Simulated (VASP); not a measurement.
Set up this calculation in VASP 6.6.1, as the native input.

| Property | Result |
| --- | --- |
| Task | single point |
| Functional | r2SCAN |
| Potentials or basis | VASP PAW PBE potentials, release 64 (La) |
| Cutoff | 520 eV |
| k mesh | 11 × 11 × 11 |
| Occupations | fermi-dirac, width 0.1 eV |
| Spin | no spin polarisation |
| Dipole correction | no |
| Further INCAR settings | ALGO = Normal; EDIFF = 1e-06; NBANDS = 12 |

Crystal: La.

```xyz
1
Lattice="0.0000 2.6525 2.6525 2.6525 0.0000 2.6525 2.6525 2.6525 0.0000" Properties=species:S:1:pos:R:3 pbc="T T T"
La    0.0000    0.0000    0.0000
```

One way to write it, as run:

POSCAR

```
La
1.0
    0.0000000000      2.6525050823      2.6525050823
    2.6525050823      0.0000000000      2.6525050823
    2.6525050823      2.6525050823      0.0000000000
La
1
Direct
    0.0000000000      0.0000000000      0.0000000000
```

INCAR.step1

```
PREC = Accurate ; ENCUT = 520
ISMEAR = -1 ; SIGMA = 0.1
LREAL = F ; LASPH = T
NELM = 60 ; NBANDS = 12
GGA = PE ; ALGO = Normal
EDIFF = 1E-4 ; LWAVE = T
LCHARG = F
```

INCAR.step2

```
PREC = Accurate ; ENCUT = 520
EDIFF = 1E-6 ; ISMEAR = -1
SIGMA = 0.1 ; LREAL = F
LASPH = T ; NELM = 60
ALGO = Normal ; ISIF = 2
LWAVE = F ; LCHARG = F
METAGGA = R2SCAN ; LMIXTAU = T
NBANDS = 12 ; ISTART = 1
```

KPOINTS

```
Automatic mesh
0
Gamma
  11 11 11
```

Potentials or basis: VASP PAW PBE potentials, release 64 (La).

Launch:

```console
$ cat potpaw_PBE.64/La/POTCAR > POTCAR
$ cp INCAR.step1 INCAR
$ mpirun -np 1 vasp_std > vasp.out
$ cp INCAR.step2 INCAR
$ mpirun -np 1 vasp_std > vasp.out
```

It gave:

```json
{"Pressure": "-0.1 GPa"}
```

Caveat: the PAW data sets were made with another functional, which shifts forces and pressure a little.

It took 93 s on 1 thread of Intel(R) Xeon(R) Platinum 8488C (Sapphire Rapids), with other jobs on the host, peak memory 0.19 GiB.
